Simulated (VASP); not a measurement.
# P (P6/mmm) in VASP: notebook

P is run at these levels: PBE; tasks: single point, relaxation of cell and atoms.

Program: VASP 6.6.1. These are calculated values, not measurements. Logs are shortened: lines on timing, memory, paths and dates and some standing lists are left out, and cuts for length are marked.

### 1 The cell of the first run

The structure is hexagonal, space group P6/mmm (No. 191). The conventional cell has a = 3.459 Å, b = 3.459 Å, c = 2.082 Å, α = 90.00°, β = 90.00°, γ = 120.00°. Within 2.8 Å of P (site symmetry 6/mmm) lie 14 P at 2.08 to 2.25 Å. P (site symmetry -6m2) has 11 P at 2.00 to 2.25 Å within 2.6 Å.

This isn't the form of P at room conditions, which is orthorhombic.

### 2 Single point, PBE

Contents of INCAR:

```
PREC     = Accurate       # precision mode
ENCUT    = 520            # plane-wave cutoff, eV
EDIFF    = 1E-6           # SCF threshold, eV
ISMEAR   = -1             # smearing method
SIGMA    = 0.1            # smearing width, eV
LREAL    = False          # projectors in reciprocal space
LASPH    = True           # aspherical terms in the spheres
NELM     = 100            # most SCF steps
ALGO     = Normal         # electronic algorithm
ISIF     = 2              # what is computed and relaxed
LWAVE    = False          # write WAVECAR
LCHARG   = True           # write CHGCAR
GGA      = PE             # functional
LELF     = True           # ELF
LVHAR    = True         
NBANDS   = 14             # bands
```

Contents of KPOINTS:

```
Automatic mesh
0
Gamma
  11 11 15
```

Contents of POSCAR:

```
P
1.0
    3.4587981060      0.0000000000      0.0000000000
   -1.7293990530      2.9954070263      0.0000000000
    0.0000000000      0.0000000000      2.0819204003
P
3
Direct
    0.0000000000      0.0000000000      0.0000000000
    0.3333333333      0.6666666667      0.5000000000
    0.6666666667      0.3333333333      0.5000000000
```

Potentials or basis: VASP PAW PBE potentials, release 64 (P).

Command:

```sh
cat potpaw_PBE.64/P/POTCAR > POTCAR
mpirun -np 1 vasp_std > vasp.out
```

OUTCAR:

```text
PREC = Accurate
   ENCUT = 520
   EDIFF = 1E-6
   ISMEAR = -1
   LREAL = False
   LASPH = True
   NELM = 100
   ISIF = 2
   GGA = PE

 ion  position               nearest neighbor table
   1  0.000  0.000  0.000-   2 2.25   3 2.25   2 2.25   3 2.25   2 2.25   2 2.25   3 2.25   3 2.25
                             3 2.25   3 2.25   2 2.25   2 2.25
   2  0.333  0.667  0.500-   3 2.00   3 2.00   3 2.00   1 2.25   1 2.25   1 2.25   1 2.25   1 2.25
                             1 2.25   3 2.88   3 2.88   3 2.88   3 2.88   3 2.88   3 2.88
   3  0.667  0.333  0.500-   2 2.00   2 2.00   2 2.00   1 2.25   1 2.25   1 2.25   1 2.25   1 2.25
                             1 2.25   2 2.88   2 2.88   2 2.88   2 2.88   2 2.88   2 2.88

  LATTYP: Found a hexagonal cell.
 ALAT       =     3.4587981060
 C/A-ratio  =     0.6019201863

  Lattice vectors:

 A1 = (   3.4587981060,   0.0000000000,   0.0000000000)
 A2 = (  -1.7293990530,   2.9954070263,   0.0000000000)
 A3 = (   0.0000000000,   0.0000000000,   2.0819204003)

Analysis of symmetry for initial positions (statically):
=====================================================================
 Subroutine PRICEL returns:
 Original cell was already a primitive cell.

 Routine SETGRP: Setting up the symmetry group for a
 hexagonal supercell.

 Subroutine GETGRP returns: Found 24 space group operations
 (whereof 24 operations were pure point group operations)
 out of a pool of 24 trial point group operations.

The static configuration has the point symmetry D_6h.

Analysis of symmetry for dynamics (positions and initial velocities):
=====================================================================
 Subroutine PRICEL returns:
 Original cell was already a primitive cell.

 Routine SETGRP: Setting up the symmetry group for a
 hexagonal supercell.

 Subroutine GETGRP returns: Found 24 space group operations
 (whereof 24 operations were pure point group operations)
 out of a pool of 24 trial point group operations.

The dynamic configuration has the point symmetry D_6h.

 Subroutine INISYM returns: Found 24 space group operations
 (whereof 24 operations are pure point group operations),
 and found     1 'primitive' translations

----------------------------------------------------------------------------------------

                                     Primitive cell

  volume of cell :      21.5698

  direct lattice vectors                    reciprocal lattice vectors
     3.458798106  0.000000000  0.000000000     0.289117771  0.166922223  0.000000000
    -1.729399053  2.995407026  0.000000000     0.000000000  0.333844446  0.000000000
     0.000000000  0.000000000  2.081920400     0.000000000  0.000000000  0.480325761

  length of vectors
     3.458798106  3.458798106  2.081920400     0.333844446  0.333844446  0.480325761

  position of ions in fractional coordinates (direct lattice)
     0.000000000  0.000000000  0.000000000
     0.333333333  0.666666667  0.500000000
     0.666666667  0.333333333  0.500000000

  ion indices of the primitive-cell ions
   primitive index   ion index
                 1           1
                 2           2
                 3           3

----------------------------------------------------------------------------------------

 KPOINTS: Automatic mesh

Automatic generation of k-mesh.
 Grid dimensions read from file:
 generate k-points for:   11   11   15

 Generating k-lattice:

  Cartesian coordinates                     Fractional coordinates (reciprocal lattice)
     0.026283434  0.015174748  0.000000000     0.090909091  0.000000000  0.000000000
     0.000000000  0.030349495  0.000000000     0.000000000  0.090909091  0.000000000
     0.000000000  0.000000000  0.032021717     0.000000000  0.000000000  0.066666667

  Length of vectors
     0.030349495  0.030349495  0.032021717

  Shift w.r.t. Gamma in fractional coordinates (k-lattice)
     0.000000000  0.000000000  0.000000000

 Subroutine IBZKPT returns following result:
 ===========================================

 Found    128 irreducible k-points:

 Following reciprocal coordinates:
            Coordinates               Weight
  0.000000  0.000000  0.000000      1.000000
  0.090909  0.000000  0.000000      6.000000
  0.181818  0.000000  0.000000      6.000000
  0.272727  0.000000  0.000000      6.000000
  0.363636  0.000000  0.000000      6.000000
  0.454545  0.000000  0.000000      6.000000
[... 16 lines left out ...]
  0.090909  0.090909  0.066667     12.000000
  0.181818  0.090909  0.066667     24.000000
 [... further k-points ...]
   k-points           NKPTS =    128   k-points in BZ     NKDIM =    128   number of bands    NBANDS=     14
   number of dos      NEDOS =    301   number of ions     NIONS =      3
   total plane-waves  NPLWV =  12544
   dimension x,y,z NGX =    28 NGY =   28 NGZ =   16
   dimension x,y,z NGXF=    56 NGYF=   56 NGZF=   32
   ions per type =               3
   NGX,Y,Z   is equivalent  to a cutoff of  13.46, 13.46, 12.78 a.u.
   NGXF,Y,Z  is equivalent  to a cutoff of  26.92, 26.92, 25.55 a.u.
 SYSTEM =  unknown system
   PREC   = accura    normal or accurate (medium, high low for compatibility)
   ISTART =      0    job   : 0-new  1-cont  2-samecut
   ICHARG =      2    charge: 1-file 2-atom 10-const
   ISPIN  =      1    spin polarized calculation?
   LNONCOLLINEAR =      F non collinear calculations
   LSORBIT =      F    spin-orbit coupling
   LASPH  =      T    aspherical Exc in radial PAW
   ENCUT  =  520.0 eV  38.22 Ry    6.18 a.u.   6.43  6.43  3.87*2*pi/ulx,y,z
   NELM   =    100;   NELMIN=  2; NELMDL= -5     # of ELM steps
   EDIFF  = 0.1E-05   stopping-criterion for ELM
   LREAL  =      F    real-space projection
[... 7 lines left out ...]
   TEBEG  =    0.0;   TEEND  =   0.0 temperature during run
   PSTRESS=    0.0 pullay stress
   NELECT =      15.0000    total number of electrons
   NUPDOWN=      -1.0000    fix difference up-down
   EMIN   =  10.00;   EMAX   =-10.00  energy-range for DOS
   EFERMI =   0.00;   METHOD = LEGACY
   ISMEAR =    -1;   SIGMA  =   0.10  broadening in eV -4-tet -1-fermi 0-gaus
   EFERMI_NEDOS =   21; number of points for ismear=-14 and -15
   IALGO  =     38    algorithm
   IMIX   =      4    mixing-type and parameters
     AMIX     =   0.40;   BMIX     =  1.00
     AMIX_MAG =   1.60;   BMIX_MAG =  1.00
  volume/ion in A,a.u.               =       7.19        48.52
  Fermi-wavevector in a.u.,A,eV,Ry     =   1.450408  2.740874 28.622350  2.103683
  Thomas-Fermi vector in A             =   2.568023
   LORBIT       =      0    0 simple, 1 ext, 2 COOP (PROOUT), +10 PAW based schemes
   GGA     = PE    functional components
   LHFCALC =     F    Hartree Fock is set to
   AEXX    =    0.0000 exact exchange contribution
   IVDW    =     0    specifies the selected vdW correction
   LEPSILON=     F    determine dielectric tensor
   LRPA    =     F    only Hartree local field effects (RPA)
 non-spin polarized calculation
  energy-cutoff  :      520.00
  volume of cell :       21.57
 maximum number of plane-waves:       601
 NGX is ok and might be reduce to    28

 number of electron      15.0000002 magnetization

 Free energy of the ion-electron system (eV)
  ---------------------------------------------------
  ext. energy  EPLUGINS =         0.00000000
  ---------------------------------------------------
  free energy    TOTEN  =        -4.42021348 eV

  energy without entropy =       -4.39599695  energy(sigma->0) =       -4.40810522

 E-fermi :  22.8635     XC(G=0): -14.7585

 val. band max:       22.8633763402   @ k =   0.0909   0.0000   0.4667
 cond. band min:      22.9034640048   @ k =   0.2727   0.0000   0.3333
 fundamental gap:      0.0400876647
 Fermi energy:        22.8635056144

 k-point     1 :       0.0000    0.0000    0.0000
  band No.  band energies     occupation
      1      -2.8728      2.00000
      2      11.6982      2.00000
      3      11.6982      2.00000
      4      11.8184      2.00000
      5      11.8184      2.00000
      6      13.9375      2.00000
      7      14.2214      2.00000
      8      27.5856      0.00000
      9      28.9146      0.00000
     10      37.6971      0.00000
     11      38.2383      0.00000
     12      38.2383      0.00000
     13      39.7684      0.00000
     14      39.7684      0.00000

 k-point     2 :       0.0909    0.0000    0.0000
  band No.  band energies     occupation
      1      -2.7416      2.00000
      2       9.7056      2.00000
      3      10.5370      2.00000
      4      11.7275      2.00000
      5      13.2256      2.00000
      6      15.0021      2.00000
      7      15.6748      2.00000
      8      27.6932      0.00000
      9      28.9746      0.00000
     10      36.2659      0.00000
     11      36.3296      0.00000
     12      37.7843      0.00000
     13      38.5450      0.00000
     14      39.7087      0.00000

 k-point     3 :       0.1818    0.0000    0.0000
  band No.  band energies     occupation
      1      -2.3484      2.00000
      2       7.4385      2.00000
      3       9.5629      2.00000
      4      10.8953      2.00000
      5      14.9369      2.00000
      6      16.5836      2.00000
      7      18.4886      2.00000
      8      28.0162      0.00000
      9      29.0864      0.00000
     10      33.3230      0.00000
     11      33.8395      0.00000
     12      36.4441      0.00000
     13      37.2661      0.00000
     14      38.6551      0.00000
[... 324 lines left out ...]
 k-point    23 :       0.0909    0.0909    0.0667
  band No.  band energies     occupation
      1      -2.3339      2.00000
      2       8.7490      2.00000
      3       8.7935      2.00000
      4      12.8862      2.00000
      5      13.0611      2.00000
      6      17.2240      2.00000
      7      17.2740      2.00000
      8      24.8427      0.00000
      9      31.9284      0.00000
     10      33.7336      0.00000
     11      34.6007      0.00000
     12      34.7885      0.00000
     13      37.1229      0.00000
     14      37.8601      0.00000

 k-point    24 :       0.1818    0.0909    0.0667
  band No.  band energies     occupation
      1      -1.8110      2.00000
      2       6.5909      2.00000
      3       7.9177      2.00000
      4      12.1993      2.00000
      5      14.7672      2.00000
      6      18.9820      2.00000
      7      20.1964      2.00000
      8      25.2527      0.00000
      9      30.1201      0.00000
     10      32.2401      0.00000
     11      33.1417      0.00000
     12      33.7405      0.00000
     13      35.4768      0.00000
     14      37.4357      0.00000

 [... further k-points ...]

------------------------ aborting loop because EDIFF is reached ----------------------------------------

  FORCE on cell =-STRESS in cart. coord.  units (eV):
  Direction    XX          YY          ZZ          XY          YZ          ZX
  --------------------------------------------------------------------------------------
  -------------------------------------------------------------------------------------
  Total       35.7196278     35.7196278     35.7947079     -0.0000000     -0.0000000      0.0000000
  in kB     2653.2143055   2653.2143054   2658.7911668     -0.0000000     -0.0000000      0.0000000
  external PRESSURE =    2655.0732592 kB  Pullay stress =       0.0000000 kB

 VOLUME and BASIS-vectors are now :
 -----------------------------------------------------------------------------
  energy-cutoff  :      520.00
  volume of cell :       21.57
      direct lattice vectors                 reciprocal lattice vectors
     3.458798106  0.000000000  0.000000000     0.289117771  0.166922223  0.000000000
    -1.729399053  2.995407026  0.000000000     0.000000000  0.333844446  0.000000000
     0.000000000  0.000000000  2.081920400     0.000000000  0.000000000  0.480325761

 POSITION                                       TOTAL-FORCE (eV/Angst)
 -----------------------------------------------------------------------------------
      0.00000      0.00000      0.00000         0.000000      0.000000      0.000000
     -0.00000      1.99694      1.04096        -0.000000      0.000000      0.000000
      1.72940      0.99847      1.04096         0.000000     -0.000000      0.000000
 -----------------------------------------------------------------------------------
    total drift:                                0.000000     -0.000000     -0.000000

  FREE ENERGIE OF THE ION-ELECTRON SYSTEM (eV)
  ---------------------------------------------------
  free  energy   TOTEN  =        -4.4202134802 eV

  energy  without entropy=       -4.3959969503  energy(sigma->0) =       -4.40810522
```

Wall time 37 s (1 thread of Intel Xeon 8259CL, shared host); peak memory 0.15 GiB.

What came out:

```yaml
Free_energy: -4.4202 eV
Pressure: 265.5 GPa
Band_gap_on_the_k_mesh: zero (an odd number of electrons rules out a gap without spin polarisation)
```

Stress tensor (GPa, compression positive):
```
265.32   0.00   0.00
  0.00 265.32   0.00
  0.00   0.00 265.88
```

Levels at points of the mesh, in eV from the Fermi level:
```
           k point  band 6  band 7  band 8  band 9  band 10  band 11
(0.00, 0.00, 0.00)   -8.93   -8.64    4.72    6.05    14.83    15.37
```

Caveat: the cell stands under pressure.

### 3 Relaxation of cell and atoms, PBE, target pressure 270 GPa, at which the enthalpy is minimised

This run uses another cell than the first one: it holds 1 atom, not 3.

Contents of INCAR:

```
SYSTEM = P
ALGO = Normal
EDIFF = 1E-6
EDIFFG = -0.005
ENCUT = 600
GGA = PE
IBRION = 2
ISIF = 3
ISMEAR = -1
LASPH = .TRUE.
LCHARG = .FALSE.
LREAL = .FALSE.
LWAVE = .FALSE.
NELM = 60
NSW = 60
PREC = Accurate
PSTRESS = 2700.0
SIGMA = 0.1
```

Contents of KPOINTS:

```
k-points
0
G
  21 21 19
  0 0 0
```

Contents of POSCAR:

```
P
1.0
    2.0600623005      0.0000000000      0.0000000000
   -1.0300311502      1.7840662856      0.0000000000
    0.0000000000      0.0000000000      1.9364585624
P
1
Direct
    0.0000000000      0.0000000000      0.0000000000
```

Potentials or basis: VASP PAW PBE potentials, release 64 (P).

Command:

```sh
cat potpaw_PBE.64/P/POTCAR > POTCAR
mpirun -np 1 vasp_std > vasp.out
```

Wall time 61 s (1 thread of Intel Xeon 8259CL, shared host); peak memory 0.13 GiB.

It converged, with:

- Free energy: -1.6480 eV
- Relaxed volume: 7.31 Å³/atom
- Relaxed cell: a = 2.062 Å, b = 2.062 Å, c = 1.985 Å, α = 90.00°, β = 90.00°, γ = 120.00°
- Space group after relaxing (to 0.1 Å): P6/mmm (No. 191)
- Energy change on relaxing (the run minimises the enthalpy): -366.1 meV/atom
- Ionic steps: 10
- Pressure after relaxing: 270.0 GPa
- Band gap on the k mesh: zero (an odd number of electrons rules out a gap without spin polarisation)

Stress tensor (GPa, compression positive):
```
270.08   0.00   0.00
  0.00 270.08   0.00
  0.00   0.00 269.99
```

Step by step:
```tsv
step	energy change (eV)	largest force (eV/Å)	pressure (GPa)	volume (Å³)
1	0.0000	0.0000	301.61	7.12
2	-1.8220	0.0000	140.43	8.63
3	-0.4753	0.0000	261.04	7.38
4	-0.4235	0.0000	265.49	7.35
5	-0.4156	0.0000	266.17	7.34
6	-0.1787	0.0000	284.49	7.21
7	-0.3611	0.0000	270.49	7.31
8	-0.3600	0.0000	270.58	7.31
9	-0.3888	0.0000	268.09	7.33
10	-0.3661	0.0000	270.05	7.31
```

Final structure:
```
P
1.0
     2.06237    0.00000    0.00000
    -1.03119    1.78607    0.00000
     0.00000    0.00000    1.98513
P
1
Cartesian
  0.0000 0.0000 1.9851
```

Levels at points of the mesh, in eV from the Fermi level:
```tsv
k point	band 1	band 2	band 3	band 4	band 5	band 6
(0.00, 0.00, 0.00)	-25.42	5.44	8.56	13.98	13.98	15.22
```

Caveat: the cell is relaxed towards a set pressure, so the run minimises the enthalpy, not the energy.

[end of part 1 of 2]

The gap in the log of VASP goes by the Fermi energy; the results here count the filled bands.